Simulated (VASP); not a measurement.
A run of VASP 6.6.1 is set up as follows.

File INCAR:

```
SYSTEM = GeCl2
PREC = Accurate
ENCUT = 520
EDIFF = 1E-6
ISMEAR = 0
SIGMA = 0.02
LREAL = .False.
LASPH = .True.
NELM = 100
ALGO = Normal
ISIF = 2
LWAVE = .False.
LCHARG = .False.
GGA = PE
NBANDS = 37
```

KPOINTS

```
regular mesh
0
Gamma
  6 6 6
  0 0 0
```

POSCAR

```
GeCl2
1.0
    0.0000000000      5.8162119127      5.8162119127
    5.8162119127      0.0000000000      5.8162119127
    5.8162119127      5.8162119127      0.0000000000
Ge Cl
2 4
Direct
    0.2500000000      0.2500000000      0.2500000000
    0.0000000000      0.0000000000      0.0000000000
    0.1250000000      0.1250000000      0.1250000000
    0.1250000000      0.1250000000      0.6250000000
    0.1250000000      0.6250000000      0.1250000000
    0.6250000000      0.1250000000      0.1250000000
```

Potentials or basis: VASP PAW PBE potentials, release 64 (Ge_d, Cl).

Launch:

```bash
$ cat potpaw_PBE.64/Ge_d/POTCAR potpaw_PBE.64/Cl/POTCAR > POTCAR
$ mpirun -np 1 vasp_std > vasp.out
```

Predict the pressure.

0.0 GPa.

What does it give for the band gap on the k mesh?

0.62 eV, direct.

A k mesh can miss the band edges. Expect the measured gap to be larger: semilocal functionals such as PBE lack the derivative discontinuity.
